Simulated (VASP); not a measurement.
SbPt:

```xyz
2
Lattice="0.0000 2.8185 2.8185 2.8185 0.0000 2.8185 2.8185 2.8185 0.0000" Properties=species:S:1:pos:R:3 pbc="T T T"
Pt    0.0000    0.0000    0.0000
Sb    2.8185    2.8185    2.8185
```

```yaml
Program: VASP 6.6.1
Task: relaxation of cell and atoms
Functional: LDA
Potentials_or_basis: VASP PAW LDA potentials, release 64 (Pt, Sb)
Cutoff: 500 eV
k_mesh: 6 × 6 × 6
Occupations: methfessel-paxton, width 0.0709 eV
Spin: no spin polarisation
```

At the start: pressure -12.5 GPa; volume 22.39 Å³/atom.

Problem. How do energy, volume and symmetry change on relaxing?

Solution. Over 7 steps the energy falls by 100.6 meV/atom and the volume is 20.08 Å³/atom (-10.3 %); space group Fm-3m (No. 225, to 0.1 Å) before and after.

The path:
| step | energy change (eV) | largest force (eV/Å) | pressure (GPa) | volume (Å³) |
| --- | --- | --- | --- | --- |
| 1 | 0.0000 | 0.0000 | -12.48 | 44.78 |
| 2 | 0.3321 | 0.0000 | 34.68 | 34.40 |
| 3 | -0.2008 | 0.0000 | -0.67 | 40.34 |
| 4 | -0.2012 | 0.0000 | -0.15 | 40.20 |
| 5 | -0.2012 | 0.0000 | 0.18 | 40.11 |
| 6 | -0.2011 | 0.0000 | -0.26 | 40.23 |
| 7 | -0.2012 | 0.0000 | -0.01 | 40.16 |

Final structure:
```cif
data_structure
_symmetry_space_group_name_H-M 'P 1'
_symmetry_Int_Tables_number 1
_cell_length_a 3.8438
_cell_length_b 3.8438
_cell_length_c 3.8438
_cell_angle_alpha 60.000
_cell_angle_beta 60.000
_cell_angle_gamma 60.000
_cell_volume 40.16
loop_
_atom_site_label
_atom_site_type_symbol
_atom_site_fract_x
_atom_site_fract_y
_atom_site_fract_z
_atom_site_occupancy
Pt1 Pt 0.00000 0.00000 0.00000 1
Sb1 Sb 0.50000 0.50000 0.50000 1
```
